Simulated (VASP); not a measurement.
Set up this calculation in VASP 6.6.1, as the native input.

```yaml
Task: single point
Functional: SVWN5
Potentials_or_basis: VASP PAW PBE potentials, release 64 (Sr_sv)
Cutoff: 520 eV
k_mesh: 8 × 8 × 8
Occupations: fermi-dirac, width 0.01 eV
Spin: collinear spin
Starting_moments: "[0.5] μB"
Dipole_correction: no
Further_INCAR_settings: ALGO = Normal; EDIFF = 1e-06; NBANDS = 15
```

The structure of Sr lies in POSCAR:

```
Sr
1.0
    0.0000000000      2.8242675576      2.8242675576
    2.8242675576      0.0000000000      2.8242675576
    2.8242675576      2.8242675576      0.0000000000
Sr
1
Direct
    0.0000000000      0.0000000000      0.0000000000
```

One way to write it, as run:

INCAR

```
SYSTEM = Sr
PREC = Accurate ; ENCUT = 520
EDIFF = 1E-6 ; ISMEAR = -1
SIGMA = 0.01 ; LREAL = .FALSE.
LASPH = .TRUE. ; NELM = 150
ALGO = Normal ; ISIF = 2
LWAVE = .FALSE. ; LCHARG = .TRUE.
ISPIN = 2 ; MAGMOM = 0.5
LORBIT = 11 ; GGA = VW
LELF = .TRUE. ; LVHAR = .TRUE.
NBANDS = 15
```

KPOINTS

```
Automatic mesh
0
G
  8 8 8
  0 0 0
```

Potentials or basis: VASP PAW PBE potentials, release 64 (Sr_sv).

The run is started by

```sh
$ cat potpaw_PBE.64/Sr_sv/POTCAR > POTCAR
$ mpirun -np 1 vasp_std > vasp.out
```

Results of the run:

```json
{
 "Pressure": "1.2 GPa",
 "Net moment": "0.00 μB per cell",
 "Valence electrons inside the program's atomic spheres": "Sr 7.90"
}
```

Caveat: the PAW data sets were made with another functional, which shifts forces and pressure a little.

Run time: 26 s on 1 thread of Intel(R) Xeon(R) Platinum 8488C (Sapphire Rapids), with other jobs on the host, peak memory 0.17 GiB.
